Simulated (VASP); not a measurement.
Runs of VASP 6.6.1 on Sc. The structure is that of space group P6_3/mmc (No. 194), or close to it. The cells are those of the table. 

```tsv
task	cell	cutoff (eV)	gap on the mesh (eV)	pressure (GPa)
single point	a = 3.242, b = 3.242, c = 4.998 Å, angles 90.0, 90.0, 120.0°, 2 atoms	520	none	-0.5
single point	a = 3.232, b = 3.232, c = 4.982 Å, angles 90.0, 90.0, 120.0°, 2 atoms	520	none	0.1
relaxation of cell and atoms	relaxed from a = 3.280, b = 3.280, c = 5.356 Å, angles 90.0, 90.0, 120.0°, 2 atoms	600	none	0.1
single point	a = 3.221, b = 3.221, c = 4.965 Å, angles 90.0, 90.0, 120.0°, 2 atoms	520	none	(a)
relaxation of cell and atoms	relaxed from a = 3.232, b = 3.232, c = 4.982 Å, angles 90.0, 90.0, 120.0°, 2 atoms	600	none	0.1
```

Alike in all rows: level LDA; potentials or basis VASP PAW LDA potentials, release 64 (Sc_sv); no spin polarisation; k mesh 7 × 7 × 4; smearing fermi-dirac 0.05 eV.

Task: Estimate the missing entries.

Result: (a) 0.7.

Caveats: the relaxation stopped at its first step, so nothing moved (some runs).

A gap of «none» marks levels without a gap at the run's occupations.
